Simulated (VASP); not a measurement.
# Sr (Fm-3m) in VASP: notebook, part 2 of 2

VASP 6.6.1. Earlier steps stand in the parts before.

## 3. Relaxation of cell and atoms, PBE, target pressure 2 GPa, at which the enthalpy is minimised

INCAR

```
ALGO = Normal ; EDIFF = 1E-6
EDIFFG = -0.01 ; ENCUT = 600
GGA = PE ; IBRION = 2
ISIF = 3 ; ISMEAR = -1
LASPH = T ; LCHARG = F
LREAL = F ; LWAVE = F
NELM = 100 ; NSW = 60
PREC = Accurate ; PSTRESS = 20.0
SIGMA = 0.05
```

KPOINTS

```
k-points
0
Gamma
  8 8 8
```

POSCAR

```
Sr
1.0
    0.0000000000      3.0423500000      3.0423500000
    3.0423500000      0.0000000000      3.0423500000
    3.0423500000      3.0423500000      0.0000000000
Sr
1
Direct
    0.0000000000      0.0000000000      0.0000000000
```

Potentials or basis: VASP PAW PBE potentials, release 64 (Sr_sv).

Started as:

```sh
> cat potpaw_PBE.64/Sr_sv/POTCAR > POTCAR
> mpirun -np 1 vasp_std > vasp.out
```

OUTCAR:

```text
EDIFF = 1E-6
   EDIFFG = -0.01
   ENCUT = 600
   GGA = PE
   IBRION = 2
   ISIF = 3
   ISMEAR = -1
   LASPH = T
   LREAL = F
   NELM = 100
   NSW = 60
   PREC = Accurate
   PSTRESS = 20.0

 ion  position               nearest neighbor table
   1  0.000  0.000  0.000-

  LATTYP: Found a face centered cubic cell.
 ALAT       =     6.0847000000

  Lattice vectors:

 A1 = (   0.0000000000,   3.0423500000,   3.0423500000)
 A2 = (   3.0423500000,   0.0000000000,   3.0423500000)
 A3 = (   3.0423500000,   3.0423500000,   0.0000000000)

Analysis of symmetry for initial positions (statically):
=====================================================================
 Subroutine PRICEL returns:
 Original cell was already a primitive cell.

 Routine SETGRP: Setting up the symmetry group for a
 face centered cubic supercell.

 Subroutine GETGRP returns: Found 48 space group operations
 (whereof 48 operations were pure point group operations)
 out of a pool of 48 trial point group operations.

The static configuration has the point symmetry O_h .

Analysis of symmetry for dynamics (positions and initial velocities):
=====================================================================
 Subroutine PRICEL returns:
 Original cell was already a primitive cell.

 Routine SETGRP: Setting up the symmetry group for a
 face centered cubic supercell.

 Subroutine GETGRP returns: Found 48 space group operations
 (whereof 48 operations were pure point group operations)
 out of a pool of 48 trial point group operations.

The dynamic configuration has the point symmetry O_h .

 Subroutine INISYM returns: Found 48 space group operations
 (whereof 48 operations are pure point group operations),
 and found     1 'primitive' translations

----------------------------------------------------------------------------------------

                                     Primitive cell

  volume of cell :      56.3193

[... 121 lines left out ...]
 maximum number of plane-waves:      1895
 NGX is ok and might be reduce to    36
   NGX = 17   NGY = 17   NGZ = 17

--------------------------------------- Ionic step        1  -------------------------------------------

 number of electron      10.0000000 magnetization

 Free energy of the ion-electron system (eV)
  ---------------------------------------------------
  ext. energy  EPLUGINS =         0.00000000
  ---------------------------------------------------
  free energy    TOTEN  =        -1.64474267 eV

  energy without entropy =       -1.63605212  energy(sigma->0) =       -1.64039739

------------------------ aborting loop because EDIFF is reached ----------------------------------------

  FORCE on cell =-STRESS in cart. coord.  units (eV):
  Direction    XX          YY          ZZ          XY          YZ          ZX
  --------------------------------------------------------------------------------------
  -------------------------------------------------------------------------------------
  Total       -0.1135448     -0.1135448     -0.1135448      0.0000000     -0.0000000      0.0000000
  in kB       -3.2301321     -3.2301321     -3.2301321      0.0000000     -0.0000000      0.0000000
  external PRESSURE =     -23.2301321 kB  Pullay stress =      20.0000000 kB
[... 98 lines left out ...]
--------------------------------------- Ionic step        4  -------------------------------------------

 number of electron      10.0000000 magnetization

 Free energy of the ion-electron system (eV)
  ---------------------------------------------------
  ext. energy  EPLUGINS =         0.00000000
  ---------------------------------------------------
  free energy    TOTEN  =        -1.60709236 eV

  energy without entropy =       -1.60281966  energy(sigma->0) =       -1.60495601

 E-fermi :   2.0866     XC(G=0):  -7.7866

 val. band max:        2.0604811419   @ k =  -0.2500   0.5000   0.2500
 cond. band min:       2.1905011650   @ k =  -0.3750   0.2500   0.1250
 fundamental gap:      0.1300200232
 Fermi energy:         2.0865621813

 k-point     1 :       0.0000    0.0000    0.0000
  band No.  band energies     occupation
      1     -34.2676      2.00000
      2     -16.1209      2.00000
      3     -16.1209      2.00000
      4     -16.1209      2.00000
      5      -1.7610      2.00000
      6       4.5819      0.00000
      7       4.5819      0.00000
      8       4.5819      0.00000
      9       6.2848      0.00000
[... 265 lines left out ...]
 k-point    24 :      -0.3750    0.2500    0.1250
  band No.  band energies     occupation
      1     -34.2363      2.00000
      2     -16.3962      2.00000
      3     -16.2470      2.00000
      4     -16.1898      2.00000
      5       1.6499      1.99968
      6       2.1905      0.22235
      7       3.4856      0.00000
      8       4.9602      0.00000
      9       6.9637      0.00000

 [... further k-points ...]

------------------------ aborting loop because EDIFF is reached ----------------------------------------

  FORCE on cell =-STRESS in cart. coord.  units (eV):
  Direction    XX          YY          ZZ          XY          YZ          ZX
  --------------------------------------------------------------------------------------
  -------------------------------------------------------------------------------------
  Total        0.6017268      0.6017268      0.6017268     -0.0000000     -0.0000000      0.0000000
  in kB       20.1642936     20.1642936     20.1642936     -0.0000000     -0.0000000      0.0000000
  external PRESSURE =       0.1642936 kB  Pullay stress =      20.0000000 kB
[... 20 lines left out ...]
  energy  without entropy=       -1.6028196625  energy(sigma->0) =       -1.60495601

  enthalpy is  TOTEN    =        -1.0102682956 eV   P V=        0.5968240624

 reached required accuracy - stopping structural energy minimisation
```

Run time: 34 s. Hardware: 1 thread of Intel Xeon Platinum 8488C (Sapphire Rapids), shared host; peak memory 0.21 GiB.

Results:

```
Free energy                                                : -1.6071 eV
Relaxed volume                                             : 47.81 Å³/atom
Relaxed cell                                               : a = 4.074 Å, b = 4.074 Å, c = 4.074 Å, α = 60.00°, β = 60.00°, γ = 60.00°
Space group after relaxing (to 0.1 Å)                      : Fm-3m (No. 225)
Energy change on relaxing (the run minimises the enthalpy) : +37.7 meV/atom
Ionic steps                                                : 4
Pressure after relaxing                                    : 2.0 GPa
```

The path:
```csv
step,energy change (eV),largest force (eV/Å),pressure (GPa),volume (Å³)
1,0.0000,0.0000,-0.32,56.32
2,0.0162,0.0000,1.26,49.92
3,0.0356,0.0000,1.94,47.97
4,0.0377,0.0000,2.02,47.81
```

Final structure:
```yaml
crystal:
  lattice:
    - [0.00000, 2.88071, 2.88071]
    - [2.88071, 0.00000, 2.88071]
    - [2.88071, 2.88071, 0.00000]
  atoms:
    - { symbol: Sr, position: [0.00000, 0.00000, 0.00000] }
```

Levels at points of the mesh, in eV from the Fermi level:
```tsv
k point	band 3	band 4	band 5	band 6	band 7	band 8
(0.00, 0.00, 0.00)	-18.21	-18.21	-3.85	2.50	2.50	2.50
(0.50, 0.00, 0.00)	-18.25	-18.25	-1.19	0.28	2.31	2.31
(0.50, 0.50, 0.00)	-18.32	-18.32	-0.81	0.22	1.42	5.43
```

Caveat: the cell is relaxed towards a set pressure, so the run minimises the enthalpy, not the energy; the volume moved by over 15 % at a fixed basis, so the end points are rough.

## 4. Relaxation of cell and atoms, PBE, target pressure 5 GPa, at which the enthalpy is minimised

INCAR

```
SYSTEM = Sr
  PREC = Accurate
  ENCUT = 600
  EDIFF = 1E-7
  ISMEAR = -1
  SIGMA = 0.05
  LREAL = .False.
  LASPH = .True.
  NELM = 80
  ALGO = Normal
  ISIF = 3
  LWAVE = .False.
  LCHARG = .False.
  GGA = PE
  IBRION = 2
  NSW = 60
  EDIFFG = -0.01
  PSTRESS = 50.0
```

KPOINTS

```
Automatic mesh
0
Gamma
  8 8 8
  0 0 0
```

POSCAR is that of step 3.

Started as:

```sh
> cat potpaw_PBE.64/Sr_sv/POTCAR > POTCAR
> mpirun -np 1 vasp_std > vasp.out
```

Run time: 31 s. Hardware: 1 thread of Intel Xeon Platinum 8488C (Sapphire Rapids), shared host; peak memory 0.21 GiB.

It converged, with:

```
Free energy                                                : -1.4834 eV
Relaxed volume                                             : 41.92 Å³/atom
Relaxed cell                                               : a = 3.899 Å, b = 3.899 Å, c = 3.899 Å, α = 60.00°, β = 60.00°, γ = 60.00°
Space group after relaxing (to 0.1 Å)                      : Fm-3m (No. 225)
Energy change on relaxing (the run minimises the enthalpy) : +161.3 meV/atom
Ionic steps                                                : 3
Pressure after relaxing                                    : 5.0 GPa
```

Step by step:
| step | energy change (eV) | largest force (eV/Å) | pressure (GPa) | volume (Å³) |
| --- | --- | --- | --- | --- |
| 1 | 0.0000 | 0.0000 | -0.32 | 56.32 |
| 2 | 0.1462 | 0.0000 | 4.65 | 42.42 |
| 3 | 0.1613 | 0.0000 | 4.97 | 41.92 |

Final structure:
```cif
data_structure
_symmetry_space_group_name_H-M 'P 1'
_symmetry_Int_Tables_number 1
_cell_length_a 3.8992
_cell_length_b 3.8992
_cell_length_c 3.8992
_cell_angle_alpha 60.000
_cell_angle_beta 60.000
_cell_angle_gamma 60.000
_cell_volume 41.92
loop_
_atom_site_label
_atom_site_type_symbol
_atom_site_fract_x
_atom_site_fract_y
_atom_site_fract_z
_atom_site_occupancy
Sr1 Sr 0.00000 0.00000 0.00000 1
```

Levels at points of the mesh, in eV from the Fermi level:
```tsv
k point	band 2	band 3	band 4	band 5	band 6	band 7	band 8	band 9
(0.00, 0.00, 0.00)	-17.91	-17.91	-17.91	-4.00	2.64	2.64	2.64	4.60
(0.50, 0.00, 0.00)	-18.41	-17.98	-17.98	-1.26	0.59	2.42	2.42	6.01
(0.50, 0.50, 0.00)	-18.38	-18.09	-18.09	-0.99	0.07	1.88	6.03	6.44
```

Caveat: the cell is relaxed towards a set pressure, so the run minimises the enthalpy, not the energy; the volume moved by over 15 % at a fixed basis, so the end points are rough.

## 5. Relaxation of cell and atoms, PBE, target pressure 10 GPa, at which the enthalpy is minimised

INCAR

```
PREC     = Accurate       # precision mode
ENCUT    = 600            # plane-wave cutoff, eV
EDIFF    = 1E-6           # SCF threshold, eV
ISMEAR   = -1             # smearing method
SIGMA    = 0.05           # smearing width, eV
LREAL    = F              # projectors in reciprocal space
LASPH    = T              # aspherical terms in the spheres
NELM     = 80             # most SCF steps
ALGO     = Fast           # electronic algorithm
ISIF     = 3              # what is computed and relaxed
LWAVE    = F              # write WAVECAR
LCHARG   = F              # write CHGCAR
GGA      = PE             # functional
IBRION   = 2              # ionic algorithm
NSW      = 60             # ionic steps
EDIFFG   = -0.01          # ionic threshold
PSTRESS  = 100.0
```

KPOINTS

```
Automatic mesh
0
Gamma
  8 8 8
```

POSCAR is that of step 4.

Started as:

```sh
> cat potpaw_PBE.64/Sr_sv/POTCAR > POTCAR
> mpirun -np 1 vasp_std > vasp.out
```

Wall time 63 s (1 thread of Intel Xeon Platinum 8488C (Sapphire Rapids), shared host); peak memory 0.22 GiB.

It converged, with:

| Property | Result |
| --- | --- |
| Free energy | -1.2059 eV |
| Relaxed volume | 35.81 Å³/atom |
| Relaxed cell | a = 3.700 Å, b = 3.700 Å, c = 3.700 Å, α = 60.00°, β = 60.00°, γ = 60.00° |
| Space group after relaxing (to 0.1 Å) | Fm-3m (No. 225) |
| Energy change on relaxing (the run minimises the enthalpy) | +438.9 meV/atom |
| Ionic steps | 5 |
| Pressure after relaxing | 10.0 GPa |
| Band gap on the k mesh | zero (bands 5 and 6 overlap by 0.08 eV) |

The path:
```
step  energy change (eV)  largest force (eV/Å)  pressure (GPa)  volume (Å³)
   1              0.0000                0.0000           -0.31        56.32
   2              0.7577                0.0000           14.82        31.64
   3              0.4673                0.0000           10.42        35.36
   4              0.4389                0.0000            9.95        35.81
   5              0.4389                0.0000            9.96        35.81
```

Final structure:
```
Sr
1.0
     0.00000    2.61603    2.61603
     2.61603    0.00000    2.61603
     2.61603    2.61603    0.00000
Sr
1
Cartesian
  2.6160 2.6160 0.0000
```

Levels at points of the mesh, in eV from the Fermi level:
| k point | band 1 | band 2 | band 3 | band 4 | band 5 | band 6 | band 7 | band 8 | band 9 |
| --- | --- | --- | --- | --- | --- | --- | --- | --- | --- |
| (0.00, 0.00, 0.00) | -35.87 | -17.54 | -17.54 | -17.54 | -4.12 | 2.82 | 2.82 | 2.82 | 5.13 |
| (0.50, 0.00, 0.00) | -35.78 | -18.35 | -17.64 | -17.64 | -1.33 | 1.12 | 2.56 | 2.56 | 6.81 |
| (0.50, 0.50, 0.00) | -35.75 | -18.29 | -17.82 | -17.82 | -1.24 | -0.13 | 2.63 | 6.84 | 7.33 |

Caveat: the cell is relaxed towards a set pressure, so the run minimises the enthalpy, not the energy; the volume moved by over 15 % at a fixed basis, so the end points are rough.

## 6. Relaxation of cell and atoms, PBE, target pressure 20 GPa, at which the enthalpy is minimised

INCAR

```
SYSTEM = Sr
  PREC = Accurate
  ENCUT = 600
  EDIFF = 1E-6
  ISMEAR = -1
  SIGMA = 0.05
  LREAL = .False.
  LASPH = .True.
  NELM = 60
  ALGO = Normal
  ISIF = 3
  LWAVE = .False.
  LCHARG = .False.
  GGA = PE
  IBRION = 2
  NSW = 60
  EDIFFG = -0.01
  PSTRESS = 200.0
```

KPOINTS

```
Automatic mesh
0
Gamma
  8 8 8
  0 0 0
```

POSCAR is that of step 5.

Potentials or basis: VASP PAW PBE potentials, release 64 (Sr_sv).

Started as:

```sh
> cat potpaw_PBE.64/Sr_sv/POTCAR > POTCAR
> mpirun -np 1 vasp_std > vasp.out
```

Wall time 69 s (1 thread of Intel Xeon Platinum 8488C (Sapphire Rapids), shared host); peak memory 0.23 GiB.

It converged, with:

| Item | Value |
| --- | --- |
| Free energy | -0.5666 eV |
| Relaxed volume | 28.66 Å³/atom |
| Relaxed cell | a = 3.435 Å, b = 3.435 Å, c = 3.435 Å, α = 60.00°, β = 60.00°, γ = 60.00° |
| Space group after relaxing (to 0.1 Å) | Fm-3m (No. 225) |
| Energy change on relaxing (the run minimises the enthalpy) | +1078.1 meV/atom |
| Ionic steps | 7 |
| Pressure after relaxing | 20.0 GPa |
| Band gap on the k mesh | zero (bands 5 and 6 overlap by 0.62 eV) |

Step by step:
```tsv
step	energy change (eV)	largest force (eV/Å)	pressure (GPa)	volume (Å³)
1	0.0000	0.0000	-0.32	56.32
2	4.4771	0.0000	85.12	15.85
3	0.9168	0.0000	17.31	30.05
4	1.0594	0.0000	19.69	28.81
5	1.1135	0.0000	20.63	28.38
6	1.0604	0.0000	19.71	28.80
7	1.0781	0.0000	20.01	28.66
```

Final structure:
```
Sr
1.0
     0.00000    2.42892    2.42892
     2.42892    0.00000    2.42892
     2.42892    2.42892    0.00000
Sr
1
Direct
  0.00000 0.00000 0.00000
```

Levels at points of the mesh, in eV from the Fermi level:
```csv
k point,band 1,band 2,band 3,band 4,band 5,band 6,band 7,band 8,band 9
"(0.00, 0.00, 0.00)",-35.63,-16.95,-16.95,-16.95,-4.06,3.11,3.11,3.11,5.99
"(0.50, 0.00, 0.00)",-35.40,-18.47,-17.14,-17.14,-1.41,2.26,2.77,2.77,8.14
"(0.50, 0.50, 0.00)",-35.33,-18.35,-17.47,-17.47,-1.65,-0.49,4.18,8.19,8.81
```

Caveat: the cell is relaxed towards a set pressure, so the run minimises the enthalpy, not the energy; the volume moved by over 15 % at a fixed basis, so the end points are rough.

## 7. Summary

| cell | gap on the mesh (eV) | pressure (GPa) |
| --- | --- | --- |
| relaxed | none | 0.0 |
| relaxed to 2 GPa | - | 2.0 |
| relaxed to 5 GPa | - | 5.0 |
| relaxed to 10 GPa | none | 10.0 |
| relaxed to 20 GPa | none | 20.0 |

Alike in all rows: task relaxation of cell and atoms; level PBE; potentials or basis VASP PAW PBE potentials, release 64 (Sr_sv); no spin polarisation; k mesh 8 × 8 × 8; cutoff (eV) 600; smearing fermi-dirac 0.05 eV.

Caveats: the cell is relaxed towards a set pressure, so the run minimises the enthalpy, not the energy (at least some runs); the volume moved by over 15 % at a fixed basis, so the end points are rough (at least some runs).

Absolute energies hang on the potentials; compare differences alone.

The gap in the log of VASP goes by the Fermi energy; the results here count the filled bands.